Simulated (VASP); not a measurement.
# Sn (P-1) in VASP: settings compared, part 2 of 2

VASP 6.6.1. The steps go on from the part before.

## Step 4: Single point, BLYP+D3(BJ)

This run uses another cell than the first one, of 27.54 Å³/atom, 1.053 times its volume.

The input, INCAR:

```
SYSTEM = Sn
PREC = Accurate
ENCUT = 520
EDIFF = 1E-6
ISMEAR = -1
SIGMA = 0.05
LREAL = .FALSE.
LASPH = .TRUE.
NELM = 60
ALGO = Fast
ISIF = 2
LWAVE = .FALSE.
LCHARG = .TRUE.
GGA = B5
ALDAX = 1.0
AGGAX = 1.0
AGGAC = 1.0
ALDAC = 0.0
IVDW = 12
VDW_S6 = 1.0
VDW_S8 = 2.6996
VDW_A1 = 0.4298
VDW_A2 = 4.2359
LELF = .TRUE.
LVHAR = .TRUE.
NBANDS = 13
```

The input, KPOINTS:

```
regular mesh
0
G
  10 9 10
  0 0 0
```

The input, POSCAR:

```
Sn
1.0
   -1.8196203380      1.7578453960      2.2390934107
    1.7862170393     -1.7641404419      2.2048125550
    1.7774101271      1.7206710517     -2.2396196150
Sn
1
Direct
    0.0000000000      0.0000000000      0.0000000000
```

Potentials or basis: VASP PAW PBE potentials, release 64 (Sn_d).

Command:

```console
cat potpaw_PBE.64/Sn_d/POTCAR > POTCAR
mpirun -np 1 vasp_std > vasp.out
```

OUTCAR:

```text
SYSTEM = Sn
   PREC = Accurate
   ENCUT = 520
   EDIFF = 1E-6
   ISMEAR = -1
   LREAL = .FALSE.
   LASPH = .TRUE.
   NELM = 60
   ISIF = 2
   GGA = B5
   IVDW = 12
 IVDW          = 12

 ion  position               nearest neighbor table
   1  0.000  0.000  0.000-

  LATTYP: Found a triclinic cell.
 ALAT       =     3.3412514441
 B/A-ratio  =     1.3300513407
 C/A-ratio  =     1.0411585710
 COS(alpha) =     0.0014764665
 COS(beta)  =     0.5345354638
 COS(gamma) =     0.6565866257

  Lattice vectors:

 A1 = (   1.7862170393,  -1.7641404419,   2.2048125550)
 A2 = (  -0.0334032987,  -0.0062950459,   4.4439059657)
 A3 = (   0.0422102109,  -3.4785164477,   0.0005262043)

Analysis of symmetry for initial positions (statically):
=====================================================================
 Subroutine PRICEL returns:
 Original cell was already a primitive cell.

 Routine SETGRP: Setting up the symmetry group for a
 triclinic supercell.

 Subroutine GETGRP returns: Found  2 space group operations
 (whereof  2 operations were pure point group operations)
 out of a pool of  2 trial point group operations.

The static configuration has the point symmetry S_2 .

Analysis of symmetry for dynamics (positions and initial velocities):
=====================================================================
 Subroutine PRICEL returns:
 Original cell was already a primitive cell.

 Routine SETGRP: Setting up the symmetry group for a
 triclinic supercell.

 Subroutine GETGRP returns: Found  2 space group operations
 (whereof  2 operations were pure point group operations)
 out of a pool of  2 trial point group operations.

The dynamic configuration has the point symmetry S_2 .

 Subroutine INISYM returns: Found  2 space group operations
 (whereof  2 operations are pure point group operations),
 and found     1 'primitive' translations

----------------------------------------------------------------------------------------
[... 118 lines left out ...]
   AEXX    =    0.0000 exact exchange contribution
   IVDW    =    12    specifies the selected vdW correction
   LEPSILON=     F    determine dielectric tensor
   LRPA    =     F    only Hartree local field effects (RPA)
 non-spin polarized calculation
 RMM-DIIS sequential band-by-band and
  energy-cutoff  :      520.00
  volume of cell :       27.54
 maximum number of plane-waves:       759
 NGX is ok and might be reduce to    28
   NGX = 13   NGY = 13   NGZ = 13

 number of electron      14.0000002 magnetization

 Free energy of the ion-electron system (eV)
  ---------------------------------------------------
  ext. energy  EPLUGINS =         0.00000000
  ---------------------------------------------------
  free energy    TOTEN  =        -2.91467406 eV

  energy without entropy =       -2.91103611  energy(sigma->0) =       -2.91285508

 E-fermi :   8.4700     XC(G=0):  -9.6887

 val. band max:        8.4641116197   @ k =   0.3000   0.1111   0.2000
 cond. band min:       8.4778868257   @ k =   0.4000  -0.4444   0.2000
 fundamental gap:      0.0137752059
 Fermi energy:         8.4699742291

 k-point     1 :       0.0000    0.0000    0.0000
  band No.  band energies     occupation
      1     -13.1283      2.00000
      2     -13.1049      2.00000
      3     -13.0621      2.00000
      4     -13.0541      2.00000
      5     -12.9848      2.00000
      6      -2.5961      2.00000
      7      15.4759      0.00000
      8      15.9120      0.00000
      9      16.1435      0.00000
     10      19.5613      0.00000
     11      19.9137      0.00000
     12      20.5705      0.00000
     13      20.8854      0.00000
[... 354 lines left out ...]
  band No.  band energies     occupation
      1     -13.1543      2.00000
      2     -13.0869      2.00000
      3     -13.0087      2.00000
      4     -13.0033      2.00000
      5     -12.9696      2.00000
      6      -0.8398      2.00000
      7      10.2931      0.00000
      8      12.1166      0.00000
      9      12.6031      0.00000
     10      16.2335      0.00000
     11      17.3666      0.00000
     12      23.6040      0.00000
     13      24.8164      0.00000

 [... further k-points ...]

------------------------ aborting loop because EDIFF is reached ----------------------------------------

 Edisp (eV)   -0.90673

 E8    (eV) :    -0.6964

  FORCE on cell =-STRESS in cart. coord.  units (eV):
  Direction    XX          YY          ZZ          XY          YZ          ZX
  --------------------------------------------------------------------------------------
  -------------------------------------------------------------------------------------
  Total      -0.00393    -0.00272    -0.00848    -0.00239     0.00328    -0.00134
  in kB      -0.22862    -0.15831    -0.49362    -0.13888     0.19094    -0.07807
  external pressure =       -0.29 kB  Pullay stress =        0.00 kB

 VOLUME and BASIS-vectors are now :
 -----------------------------------------------------------------------------
  energy-cutoff  :      520.00
  volume of cell :       27.54
      direct lattice vectors                 reciprocal lattice vectors
    -1.819620338  1.757845396  2.239093411     0.005710260  0.287582276  0.225477563
     1.786217039 -1.764140442  2.204812555     0.282873986  0.003466910  0.227158440
     1.777410127  1.720671052 -2.239619615     0.284186617  0.290927737  0.002548248

 POSITION                                       TOTAL-FORCE (eV/Angst)
 -----------------------------------------------------------------------------------
      0.00000      0.00000      0.00000         0.000000      0.000000      0.000000
 -----------------------------------------------------------------------------------
    total drift:                               -0.000000     -0.000000     -0.000000

  FREE ENERGIE OF THE ION-ELECTRON SYSTEM (eV)
  ---------------------------------------------------
  free  energy   TOTEN  =        -3.8213998636 eV

  energy  without entropy=       -3.8177619103  energy(sigma->0) =       -3.81958089
```

It took 81 s on 1 thread of Intel Xeon 6975P-C (Granite Rapids), shared host; peak memory 0.27 GiB.

What came out:

* Free energy: -3.8214 eV
* Pressure: 0.0 GPa
* Band gap on the k mesh: zero (band 7 reaches 15.48 eV, above the bottom of band 8 at 6.55 eV)
* Dispersion energy per atom: -0.907 eV

Levels at points of the mesh, in eV from the Fermi level:
| k point | band 4 | band 5 | band 6 | band 7 | band 8 | band 9 | band 10 | band 11 |
| --- | --- | --- | --- | --- | --- | --- | --- | --- |
| (0.00, 0.00, 0.00) | -21.52 | -21.45 | -11.07 | 7.01 | 7.44 | 7.67 | 11.09 | 11.44 |
| (0.50, 0.00, 0.00) | -21.43 | -21.40 | -6.75 | -4.42 | 4.44 | 5.92 | 9.23 | 9.67 |
| (0.00, 0.00, 0.50) | -21.42 | -21.37 | -5.41 | -3.74 | 1.94 | 2.86 | 6.07 | 6.45 |
| (0.50, 0.00, 0.50) | -21.44 | -21.40 | -7.10 | -4.50 | 4.89 | 6.42 | 9.63 | 10.33 |

Caveat: the PAW data sets were made with another functional, which shifts forces and pressure a little; spin-orbit coupling is left out, which moves the levels of the heavy elements; pairwise dispersion overbinds metals, which lowers pressure and volume.

## Step 5: Summary

```tsv
level	cell	gap on the mesh (eV)	pressure (GPa)
revPBE+D3(BJ)	a = 3.260, b = 3.244, c = 3.299 Å, angles 116.6, 116.3, 94.9°, 1 atom	none	0.0
revPBE+D4	a = 3.263, b = 3.257, c = 3.325 Å, angles 116.8, 116.6, 94.2°, 1 atom	none	0.0
BLYP+D3(BJ)	a = 3.379, b = 3.341, c = 3.337 Å, angles 115.5, 117.6, 97.2°, 1 atom	none	0.0
```

Alike in all rows: task single point; potentials or basis VASP PAW PBE potentials, release 64 (Sn_d); no spin polarisation; k mesh 10 × 9 × 10; cutoff (eV) 520; smearing fermi-dirac 0.05 eV.

Caveats: the PAW data sets were made with another functional, which shifts forces and pressure a little; spin-orbit coupling is left out, which moves the levels of the heavy elements; pairwise dispersion overbinds metals, which lowers pressure and volume.

Absolute energies hang on the potentials; compare differences alone.
